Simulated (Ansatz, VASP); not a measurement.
## Two plane-wave programs on Sr

File INCAR:

```
SYSTEM = Sr
PREC = Accurate
ENCUT = 500
EDIFF = 1E-6
ISMEAR = 0
SIGMA = 0.05
LREAL = .False.
LASPH = .True.
NELM = 120
ALGO = Normal
ISIF = 2
LWAVE = .False.
LCHARG = .True.
GGA = PS
LELF = .True.
LVHAR = .True.
NBANDS = 11
GGA_COMPAT = .False.
```

File KPOINTS:

```
Automatic mesh
0
Gamma
  10 10 10
  0 0 0
```

File POSCAR:

```
Sr
1.0
   -2.4350000000      2.4350000000      2.4350000000
    2.4350000000     -2.4350000000      2.4350000000
    2.4350000000      2.4350000000     -2.4350000000
Sr
1
Direct
    0.0000000000      0.0000000000      0.0000000000
```

Input for Ansatz:

```yaml
crystal:
  lattice:
    - [-2.435, 2.435, 2.435]
    - [2.435, -2.435, 2.435]
    - [2.435, 2.435, -2.435]
  atoms:
    - { symbol: Sr, position: [0.0, 0.0, 0.0] }
basis:
  ecutwfc: 420
  fft_grid_basis: typed
kpoints:
  mp_grid: { grid: [10, 10, 10] }
hamiltonian:
  xc: pbesol
  pseudopotentials: { kind: paw }
scf:
  occupations: { method: gaussian, width: 0.05 }
output:
  forces: true
  stress: true
  eigenvalues: true
  bader: true
  write_density: true
  volumetric_format: npy
```

Alike in both runs: task single point; functional PBEsol; k mesh 10 × 10 × 10; occupations gaussian, width 0.05 eV; no spin polarisation.

```csv
,VASP,Ansatz
version,VASP 6.6.1,Ansatz 0.2.0
potentials or method,"VASP PAW PBE potentials, release 64 (Sr_sv), cutoff 500 eV","scalar-relativistic, plane waves, PAW"
valence electrons in the cell,10,10
```

|  | VASP | Ansatz | Ansatz less VASP |
| --- | --- | --- | --- |
| gap on the k mesh at the Fermi level (eV) | none | none | - |
| pressure (GPa) | -1.3 | -1.3 | -0.01 |

VASP's potentials were made for PBE, not for PBEsol. A gap of «none» marks a metal or a gap that the smearing closes. The functional is the same, so the differences come from potentials, cutoffs and numerics.
